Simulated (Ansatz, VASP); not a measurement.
This is a calculation of NaF for Ansatz 0.2.0.

input

```
crystal:
  lattice:
    - [0.0, 2.288644805, 2.288644805]
    - [2.288644805, 0.0, 2.288644805]
    - [2.288644805, 2.288644805, 0.0]
  atoms:
    - { symbol: Na, position: [0.0, 0.0, 0.0] }
    - { symbol: F, position: [0.5, 0.5, 0.5] }
hamiltonian:
  xc: hse06
  pseudopotentials: { kind: paw }
kpoints:
  mp_grid: { grid: [6, 6, 6] }
scf:
  occupations: { method: fermi_dirac, width: 0.05 }
output:
  forces: true
  stress: true
  eigenvalues: true
```

Task: Translate it to VASP 6.6.1. Potentials there: VASP PAW PBE potentials, release 64 (Na_pv, F).

Result: As run (the cutoff follows the program's own potentials):

File POSCAR:

```
NaF
1.0
    0.0000000000      2.2886448050      2.2886448050
    2.2886448050      0.0000000000      2.2886448050
    2.2886448050      2.2886448050      0.0000000000
Na F
1 1
Direct
    0.0000000000      0.0000000000      0.0000000000
    0.5000000000      0.5000000000      0.5000000000
```

File INCAR.step1:

```
  ALGO = Normal
  EDIFF = 1E-5
  ENCUT = 520
  GGA = PE
  ISIF = 2
  ISMEAR = -1
  LASPH = True
  LREAL = False
  LWAVE = True
  NBANDS = 14
  NELM = 80
  PREC = Accurate
  SIGMA = 0.05
```

File INCAR.step2:

```
  ALGO = Normal
  EDIFF = 1E-6
  ENCUT = 520
  GGA = PE
  HFSCREEN = 0.2079
  ISIF = 2
  ISMEAR = -1
  ISTART = 1
  LASPH = True
  LCHARG = True
  LELF = True
  LHFCALC = True
  LREAL = False
  LVHAR = True
  LWAVE = False
  NBANDS = 14
  NELM = 80
  PREC = Accurate
  PRECFOCK = Normal
  SIGMA = 0.05
```

The input KPOINTS:

```
k-points
0
Gamma
  6 6 6
```

Potentials or basis: VASP PAW PBE potentials, release 64 (Na_pv, F).

Run with:

```bash
$ cat potpaw_PBE.64/Na_pv/POTCAR potpaw_PBE.64/F/POTCAR > POTCAR
$ cp INCAR.step1 INCAR
$ mpirun -np 1 vasp_std > vasp.out
$ cp INCAR.step2 INCAR
$ mpirun -np 1 vasp_std > vasp.out
```

Both were run:

|  | VASP | Ansatz | Ansatz less VASP |
| --- | --- | --- | --- |
| gap on the k mesh at the Fermi level (eV) | 8.67 | 8.70 | +0.032 |
| least direct gap on the mesh (eV) | 8.67 | 8.70 | +0.032 |
| pressure (GPa) | 2.3 | 2.1 | -0.15 |

VASP's potentials hold 14 valence electrons a cell and Ansatz's 16, so a difference there can come from the potentials and not from the codes.
